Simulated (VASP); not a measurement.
# Lu3Sc2O (P-6m2) in VASP: notebook

The runs below take Lu3Sc2O through single point, relaxation of cell and atoms, with PBE.

Program: VASP 6.6.1. These are calculated values, not measurements. Logs are shortened: lines on timing, memory, paths and dates and some standing lists are left out, and cuts for length are marked.

**1. The cell of the first run**

It takes space group P-6m2 (No. 187, hexagonal). Conventional cell: a = 5.082 Å, b = 5.082 Å, c = 6.338 Å, α = 90.00°, β = 90.00°, γ = 120.00°. Lu (site symmetry -6m2) has 3 Lu at 2.93 Å and 2 O at 3.17 Å and 6 Sc at 3.28 Å within 3.9 Å. Lu (site symmetry -6m2) has 3 O at 2.93 Å and 2 Lu at 3.17 Å and 6 Sc at 3.40 Å within 3.9 Å. Within 3.9 Å of Lu (site symmetry -6m2) lie 5 Lu at 2.93 to 3.17 Å and 6 Sc at 3.28 Å. Sc (site symmetry 3m) has 2 Sc at 2.92 to 3.42 Å and 9 Lu at 3.28 to 3.40 Å and 3 O at 3.40 Å within 3.8 Å. O (site symmetry -6m2) has 5 Lu at 2.93 to 3.17 Å and 6 Sc at 3.40 Å within 3.9 Å.

The cell was generated, and may not be a known phase.

**2. Single point, PBE**

Input file INCAR:

```
PREC = Accurate
ENCUT = 520
EDIFF = 1E-7
ISMEAR = 0
SIGMA = 0.1
LREAL = False
LASPH = True
NELM = 80
ALGO = Normal
ISIF = 2
LWAVE = False
LCHARG = False
GGA = PE
NBANDS = 60
```

Input file KPOINTS:

```
Automatic mesh
0
Gamma
  6 6 4
```

Input file POSCAR:

```
Lu3Sc2O
1.0
    5.0823276160      0.0000000000      0.0000000000
   -2.5411638080      4.4014248258      0.0000000000
    0.0000000000      0.0000000000      6.3375248828
Lu Sc O
3 2 1
Direct
    0.0000000000      0.0000000000      0.0000000000
    0.3333333333      0.6666666667      0.5000000000
    0.3333333333      0.6666666667      0.0000000000
    0.6666666667      0.3333333333      0.7699530857
    0.6666666667      0.3333333333      0.2300469143
    0.0000000000      0.0000000000      0.5000000000
```

Potentials or basis: VASP PAW PBE potentials, release 64 (Lu, Sc_sv, O).

The run is started by

```bash
$ cat potpaw_PBE.64/Lu/POTCAR potpaw_PBE.64/Sc_sv/POTCAR potpaw_PBE.64/O/POTCAR > POTCAR
$ mpirun -np 1 vasp_std > vasp.out
```

OUTCAR:

```text
PREC = Accurate
   ENCUT = 520
   EDIFF = 1E-7
   ISMEAR = 0
   LREAL = False
   LASPH = True
   NELM = 80
   ISIF = 2
   GGA = PE

 ion  position               nearest neighbor table
   1  0.000  0.000  0.000-   3 2.93   3 2.93   3 2.93   5 3.28   4 3.28   5 3.28   4 3.28   5 3.28
                             4 3.28
   2  0.333  0.667  0.500-   3 3.17   3 3.17   4 3.40   5 3.40   4 3.40   5 3.40   5 3.40   4 3.40

   3  0.333  0.667  0.000-   1 2.93   1 2.93   1 2.93   2 3.17   2 3.17   4 3.28   5 3.28   4 3.28
                             5 3.28   4 3.28   5 3.28
   4  0.667  0.333  0.770-   5 2.92   3 3.28   3 3.28   1 3.28   1 3.28   1 3.28   3 3.28   2 3.40
                             2 3.40   2 3.40   5 3.42
   5  0.667  0.333  0.230-   4 2.92   3 3.28   3 3.28   1 3.28   1 3.28   1 3.28   3 3.28   2 3.40
                             2 3.40   2 3.40   4 3.42
   6  0.000  0.000  0.500-

  LATTYP: Found a hexagonal cell.
 ALAT       =     5.0823276160
 C/A-ratio  =     1.2469729151

  Lattice vectors:

 A1 = (   5.0823276160,   0.0000000000,   0.0000000000)
 A2 = (  -2.5411638080,   4.4014248258,   0.0000000000)
 A3 = (   0.0000000000,   0.0000000000,   6.3375248828)

Analysis of symmetry for initial positions (statically):
=====================================================================
 Subroutine PRICEL returns:
 Original cell was already a primitive cell.

 Routine SETGRP: Setting up the symmetry group for a
 hexagonal supercell.

 Subroutine GETGRP returns: Found 12 space group operations
 (whereof 12 operations were pure point group operations)
 out of a pool of 24 trial point group operations.

The static configuration has the point symmetry D_3h.

Analysis of symmetry for dynamics (positions and initial velocities):
=====================================================================
 Subroutine PRICEL returns:
 Original cell was already a primitive cell.

 Routine SETGRP: Setting up the symmetry group for a
 hexagonal supercell.

 Subroutine GETGRP returns: Found 12 space group operations
 (whereof 12 operations were pure point group operations)
 out of a pool of 24 trial point group operations.

The dynamic configuration has the point symmetry D_3h.

 Subroutine INISYM returns: Found 12 space group operations
 (whereof 12 operations are pure point group operations),
 and found     1 'primitive' translations

----------------------------------------------------------------------------------------

                                     Primitive cell

  volume of cell :     141.7672

  direct lattice vectors                    reciprocal lattice vectors
     5.082327616  0.000000000  0.000000000     0.196760240  0.113599577  0.000000000
    -2.541163808  4.401424826  0.000000000     0.000000000  0.227199155  0.000000000
     0.000000000  0.000000000  6.337524883     0.000000000  0.000000000  0.157790307

  length of vectors
     5.082327616  5.082327616  6.337524883     0.227199155  0.227199155  0.157790307

  position of ions in fractional coordinates (direct lattice)
     0.000000000  0.000000000  0.000000000
     0.333333333  0.666666667  0.500000000
     0.333333333  0.666666667  0.000000000
     0.666666667  0.333333333  0.769953086
     0.666666667  0.333333333  0.230046914
     0.000000000  0.000000000  0.500000000

  ion indices of the primitive-cell ions
   primitive index   ion index
                 1           1
                 2           2
                 3           3
                 4           4
                 5           5
                 6           6

----------------------------------------------------------------------------------------

 KPOINTS: Automatic mesh

Automatic generation of k-mesh.
 Grid dimensions read from file:
 generate k-points for:    6    6    4

 Generating k-lattice:

  Cartesian coordinates                     Fractional coordinates (reciprocal lattice)
     0.032793373  0.018933263  0.000000000     0.166666667  0.000000000  0.000000000
[... 47 lines left out ...]
   IVDW    =     0    specifies the selected vdW correction
   LEPSILON=     F    determine dielectric tensor
   LRPA    =     F    only Hartree local field effects (RPA)
 non-spin polarized calculation
 Gauss-broadening in eV      SIGMA  =   0.10
  energy-cutoff  :      520.00
  volume of cell :      141.77
 maximum number of plane-waves:      3876
 NGX is ok and might be reduce to    40
   NGX = 19   NGY = 19   NGZ = 23

 number of electron     102.9999993 magnetization

 Free energy of the ion-electron system (eV)
  ---------------------------------------------------
  ext. energy  EPLUGINS =         0.00000000
  ---------------------------------------------------
  free energy    TOTEN  =       -30.62253096 eV

  energy without entropy =      -30.59269331  energy(sigma->0) =      -30.60761214

 E-fermi :   2.7887     XC(G=0): -10.4426

 val. band max:        2.7815382777   @ k =   0.1667   0.1667   0.5000
 cond. band min:       2.7924415453   @ k =   0.0000   0.0000   0.5000
 fundamental gap:      0.0109032676
 Fermi energy:         2.7886572535

 k-point     1 :       0.0000    0.0000    0.0000
  band No.  band energies     occupation
      1     -53.9819      2.00000
      2     -53.1994      2.00000
      3     -52.6697      2.00000
      4     -46.7295      2.00000
      5     -46.6881      2.00000
      6     -25.5493      2.00000
[... 52 lines left out ...]
     59       5.3322      0.00000
     60       5.3386      0.00000

 k-point     2 :       0.1667    0.0000    0.0000
  band No.  band energies     occupation
      1     -53.9819      2.00000
      2     -53.1980      2.00000
      3     -52.6713      2.00000
      4     -46.7296      2.00000
      5     -46.6881      2.00000
      6     -25.5524      2.00000
[... 52 lines left out ...]
     59       4.9948      0.00000
     60       5.2203      0.00000

 k-point     3 :       0.3333    0.0000    0.0000
  band No.  band energies     occupation
      1     -53.9819      2.00000
      2     -53.1952      2.00000
      3     -52.6743      2.00000
      4     -46.7297      2.00000
      5     -46.6881      2.00000
      6     -25.5592      2.00000
[... 1123 lines left out ...]
     59       4.4320      0.00000
     60       4.4748      0.00000

 k-point    21 :       0.3333    0.3333    0.5000
  band No.  band energies     occupation
      1     -53.9817      2.00000
      2     -53.1930      2.00000
      3     -52.6768      2.00000
      4     -46.7240      2.00000
      5     -46.6938      2.00000
      6     -25.4941      2.00000
[... 52 lines left out ...]
     59       4.3421      0.00000
     60       4.4421      0.00000

------------------------ aborting loop because EDIFF is reached ----------------------------------------

  FORCE on cell =-STRESS in cart. coord.  units (eV):
  Direction    XX          YY          ZZ          XY          YZ          ZX
  --------------------------------------------------------------------------------------
  -------------------------------------------------------------------------------------
  Total        0.1733154      0.1733154      0.0129325      0.0000000      0.0000000      0.0000000
  in kB        1.9587191      1.9587191      0.1461566      0.0000000      0.0000000      0.0000000
  external PRESSURE =       1.3545316 kB  Pullay stress =       0.0000000 kB

 VOLUME and BASIS-vectors are now :
 -----------------------------------------------------------------------------
  energy-cutoff  :      520.00
  volume of cell :      141.77
      direct lattice vectors                 reciprocal lattice vectors
     5.082327616  0.000000000  0.000000000     0.196760240  0.113599577  0.000000000
    -2.541163808  4.401424826  0.000000000     0.000000000  0.227199155  0.000000000
     0.000000000  0.000000000  6.337524883     0.000000000  0.000000000  0.157790307

 POSITION                                       TOTAL-FORCE (eV/Angst)
 -----------------------------------------------------------------------------------
      0.00000      0.00000      0.00000         0.000000      0.000000      0.000000
     -0.00000      2.93428      3.16876        -0.000000      0.000000      0.000000
     -0.00000      2.93428      0.00000        -0.000000      0.000000      0.000000
      2.54116      1.46714      4.87960        -0.000000     -0.000000     -0.001073
      2.54116      1.46714      1.45793        -0.000000      0.000000      0.001073
      0.00000      0.00000      3.16876         0.000000      0.000000      0.000000
 -----------------------------------------------------------------------------------
    total drift:                               -0.000000      0.000000     -0.000000

  FREE ENERGIE OF THE ION-ELECTRON SYSTEM (eV)
  ---------------------------------------------------
  free  energy   TOTEN  =       -30.6225309595 eV

  energy  without entropy=      -30.5926933145  energy(sigma->0) =      -30.60761214
```

Run time: 3 min. Hardware: 1 thread of Intel Xeon Platinum 8488C (Sapphire Rapids), shared host; peak memory 0.36 GiB.

Results:

* Free energy: -30.6225 eV
* Pressure: 0.1 GPa
* Band gap on the k mesh: zero (an odd number of electrons rules out a gap without spin polarisation)

Levels at points of the mesh, in eV from the Fermi level:
| k point | band 48 | band 49 | band 50 | band 51 | band 52 | band 53 | band 54 | band 55 | band 56 | band 57 |
| --- | --- | --- | --- | --- | --- | --- | --- | --- | --- | --- |
| (0.00, 0.00, 0.00) | -0.92 | -0.85 | -0.85 | -0.65 | -0.65 | 0.34 | 0.54 | 0.54 | 1.57 | 1.58 |
| (0.50, 0.00, 0.00) | -1.63 | -1.02 | -0.48 | -0.45 | -0.22 | 0.35 | 0.79 | 0.84 | 1.17 | 1.45 |
| (0.00, 0.00, 0.50) | -0.56 | -0.56 | -0.20 | -0.20 | 0.00 | 0.00 | 0.15 | 0.34 | 1.24 | 1.24 |
| (0.50, 0.00, 0.50) | -1.02 | -0.94 | -0.70 | -0.06 | 0.28 | 0.42 | 0.59 | 0.90 | 0.96 | 1.14 |

Caveat: spin-orbit coupling is left out, which moves the levels of the heavy elements; an odd number of electrons without spin polarisation forces a metal; a magnetic or distorted state may lie lower.

**3. Relaxation of cell and atoms, PBE**

This run uses another cell than the first one, of 23.20 Å³/atom.

Input file INCAR:

```
PREC = Accurate
ENCUT = 600
EDIFF = 1E-6
ISMEAR = 0
SIGMA = 0.1
LREAL = False
LASPH = True
NELM = 80
ALGO = Normal
ISIF = 3
LWAVE = False
LCHARG = False
GGA = PE
IBRION = 2
NSW = 90
EDIFFG = -0.04
```

Input file KPOINTS:

```
Automatic mesh
0
Gamma
  6 6 2
```

Input file POSCAR:

```
Lu3Sc2O
1.0
    4.1627788200      0.0000000000      0.0000000000
   -2.0813894100      3.6050722100      0.0000000000
    0.0000000000      0.0000000000      9.2763057200
Lu Sc O
3 2 1
Direct
    0.0000000000      0.0000000000      0.0000000000
    0.3333333300      0.6666666700      0.5000000000
    0.3333333300      0.6666666700      0.0000000000
    0.6666666700      0.3333333300      0.7522701000
    0.6666666700      0.3333333300      0.2477299000
    0.0000000000      0.0000000000      0.5000000000
```

Potentials or basis: VASP PAW PBE potentials, release 64 (Lu, Sc_sv, O).

The run is started by

```bash
$ cat potpaw_PBE.64/Lu/POTCAR potpaw_PBE.64/Sc_sv/POTCAR potpaw_PBE.64/O/POTCAR > POTCAR
$ mpirun -np 1 vasp_std > vasp.out
```

Run time: 35 min. Hardware: 1 thread of Intel Xeon Platinum 8488C (Sapphire Rapids), shared host; peak memory 0.43 GiB.

The run converged. Its results:

* Free energy: -30.4918 eV
* Relaxed volume: 23.69 Å³/atom
* Relaxed cell: a = 5.055 Å, b = 5.055 Å, c = 6.424 Å, α = 90.00°, β = 90.00°, γ = 120.00°
* Space group after relaxing (to 0.1 Å): P-6m2 (No. 187)
* Energy gained by relaxing: 329.2 meV/atom
* Ionic steps: 17
* Pressure after relaxing: 0.2 GPa
* Largest force after relaxing: 0.010 eV/Å
* Band gap on the k mesh: zero (an odd number of electrons rules out a gap without spin polarisation)

Forces in eV/Å, atoms in the order of the input:
```
Lu   0.000  0.000  0.000
Lu   0.000  0.000  0.000
Lu   0.000  0.000  0.000
Sc   0.000  0.000  0.010
Sc   0.000  0.000 -0.010
O    0.000  0.000  0.000
```

The path:
```
step  energy change (eV)  largest force (eV/Å)  pressure (GPa)  volume (Å³)
   1              0.0000                0.9610            4.92       139.21
   2             -0.5214                0.8021           -1.18       153.82
   3             -0.5510                0.7676           -2.78       159.61
   4             -0.8825                0.5985           -2.13       154.71
   5             -1.6272                0.3845            3.36       138.00
   6             -1.7779                0.7493            2.24       140.65
   7             -1.7870                1.2621            1.47       142.72
   8             -1.8019                1.0140            1.72       141.90
   9             -1.8823                0.5927            0.18       145.55
  10             -1.9014                0.3185           -0.98       148.34
  11             -1.9269                0.2351           -0.62       146.60
  12             -1.9580                0.0340            0.47       141.45
  13             -1.9688                0.0930            0.17       142.18
  14             -1.9718                0.1327           -0.07       142.66
  15             -1.9720                0.1470           -0.12       142.82
  16             -1.9750                0.0547            0.10       142.36
  17             -1.9753                0.0101            0.18       142.15
```

Final structure:
```
CELL_PARAMETERS angstrom
5.05491 0.00000 0.00000
-2.52745 4.37768 0.00000
0.00000 0.00000 6.42380
ATOMIC_POSITIONS crystal
Lu 0.00000 0.00000 0.00000
Lu 0.33333 0.66667 0.50000
Lu 0.33333 0.66667 0.00000
Sc 0.66667 0.33333 0.77129
Sc 0.66667 0.33333 0.22871
O 0.00000 0.00000 0.50000
```

Levels at points of the mesh, in eV from the Fermi level:
```tsv
k point	band 50	band 51	band 52	band 53	band 54	band 55
(0.00, 0.00, 0.00)	-0.88	-0.66	-0.66	0.22	0.55	0.55
(0.50, 0.00, 0.00)	-0.50	-0.49	-0.22	0.35	0.76	0.81
(0.00, 0.00, 0.50)	-0.25	-0.25	-0.02	-0.02	0.07	0.23
(0.50, 0.00, 0.50)	-0.80	-0.08	0.25	0.35	0.57	0.89
```

Caveat: a cell axis changed by over 15 % at a fixed basis, so the end point is rough; spin-orbit coupling is left out, which moves the levels of the heavy elements; an odd number of electrons without spin polarisation forces a metal; a magnetic or distorted state may lie lower.

**4. Relaxation of cell and atoms, PBE**

This run uses another cell than the first one, of 23.68 Å³/atom.

Input file INCAR:

```
SYSTEM = Lu3Sc2O
PREC = Accurate ; ENCUT = 600
EDIFF = 1E-6 ; ISMEAR = 0
SIGMA = 0.1 ; LREAL = .False.
LASPH = .True. ; NELM = 80
ALGO = Normal ; ISIF = 3
LWAVE = .False. ; LCHARG = .False.
GGA = PE ; IBRION = 2
NSW = 90 ; EDIFFG = -0.04
```

Input file KPOINTS:

```
regular mesh
0
Gamma
  6 6 4
  0 0 0
```

Input file POSCAR:

```
Lu3Sc2O
1.0
    5.0730976499      0.0000000000      0.0000000000
   -2.5365488250      4.3934314407      0.0000000000
    0.0000000000      0.0000000000      6.3746312984
Lu Sc O
3 2 1
Direct
    0.0000000000      0.0000000000      0.0000000000
    0.3333333333      0.6666666667      0.5000000000
    0.3333333333      0.6666666667      0.0000000000
    0.6666666667      0.3333333333      0.7717297881
    0.6666666667      0.3333333333      0.2282702119
    0.0000000000      0.0000000000      0.5000000000
```

The run is started by

```bash
$ cat potpaw_PBE.64/Lu/POTCAR potpaw_PBE.64/Sc_sv/POTCAR potpaw_PBE.64/O/POTCAR > POTCAR
$ mpirun -np 1 vasp_std > vasp.out
```

Run time: 12 min. Hardware: 1 thread of Intel Xeon Platinum 8488C (Sapphire Rapids), shared host; peak memory 0.44 GiB.

The run converged. Its results:

```yaml
Free_energy: -30.6254 eV
Relaxed_volume: 23.73 Å³/atom
Relaxed_cell: a = 5.093 Å, b = 5.093 Å, c = 6.340 Å, α = 90.00°, β = 90.00°, γ = 120.00°
Space_group_after_relaxing_to_0.1_Å: P-6m2 (No. 187)
Energy_gained_by_relaxing: 0.4 meV/atom
Ionic_steps: 4
Pressure_after_relaxing: -0.1 GPa
Band_gap_on_the_k_mesh: zero (an odd number of electrons rules out a gap without spin polarisation)
```

Stress tensor (GPa, compression positive):
```
-0.04  0.00  0.00
 0.00 -0.04  0.00
 0.00  0.00 -0.16
```

The path:
| step | energy change (eV) | largest force (eV/Å) | pressure (GPa) | volume (Å³) |
| --- | --- | --- | --- | --- |
| 1 | 0.0000 | 0.0736 | 0.11 | 142.08 |
| 2 | -0.0010 | 0.0439 | 0.00 | 142.40 |
| 3 | -0.0014 | 0.0063 | -0.17 | 142.80 |
| 4 | -0.0021 | 0.0019 | -0.08 | 142.39 |

Final structure:
```
CELL_PARAMETERS angstrom
5.09256 0.00000 0.00000
-2.54628 4.41029 0.00000
0.00000 0.00000 6.33962
ATOMIC_POSITIONS crystal
Lu 0.00000 0.00000 0.00000
Lu 0.33333 0.66667 0.50000
Lu 0.33333 0.66667 0.00000
Sc 0.66667 0.33333 0.77002
Sc 0.66667 0.33333 0.22998
O 0.00000 0.00000 0.50000
```

Levels at points of the mesh, in eV from the Fermi level:
```
           k point  band 50  band 51  band 52  band 53  band 54  band 55
(0.00, 0.00, 0.00)    -0.84    -0.65    -0.65     0.33     0.54     0.54
(0.50, 0.00, 0.00)    -0.47    -0.45    -0.22     0.35     0.79     0.84
(0.00, 0.00, 0.50)    -0.19    -0.19     0.00     0.00     0.15     0.34
(0.50, 0.00, 0.50)    -0.70    -0.06     0.28     0.42     0.58     0.90
```

Caveat: spin-orbit coupling is left out, which moves the levels of the heavy elements; an odd number of electrons without spin polarisation forces a metal; a magnetic or distorted state may lie lower.

**5. The runs side by side**

```tsv
task	cell	k mesh	cutoff (eV)	gap on the mesh (eV)	pressure (GPa)	relaxed volume (Å³/atom)
single point	a = 5.082, b = 5.082, c = 6.338 Å, angles 90.0, 90.0, 120.0°, 6 atoms, atomic positions A	6 × 6 × 4	520	none	0.1	-
relaxation of cell and atoms	relaxed from a = 4.163, b = 4.163, c = 9.276 Å, angles 90.0, 90.0, 120.0°, 6 atoms, atomic positions B	6 × 6 × 2	600	none	0.2	23.69
relaxation of cell and atoms	relaxed from a = 5.073, b = 5.073, c = 6.375 Å, angles 90.0, 90.0, 120.0°, 6 atoms, atomic positions C	6 × 6 × 4	600	none	-0.1	23.73
```

Alike in all rows: level PBE; potentials or basis VASP PAW PBE potentials, release 64 (Lu, Sc_sv, O); no spin polarisation; smearing gaussian 0.1 eV.

Caveats: spin-orbit coupling is left out, which moves the levels of the heavy elements; an odd number of electrons without spin polarisation forces a metal; a magnetic or distorted state may lie lower; a cell axis changed by over 15 % at a fixed basis, so the end point is rough (at least some runs).

Total energies depend on the potentials used, so only differences within one code and one set of settings carry meaning.

The gap in the log of VASP goes by the Fermi energy; the results here count the filled bands.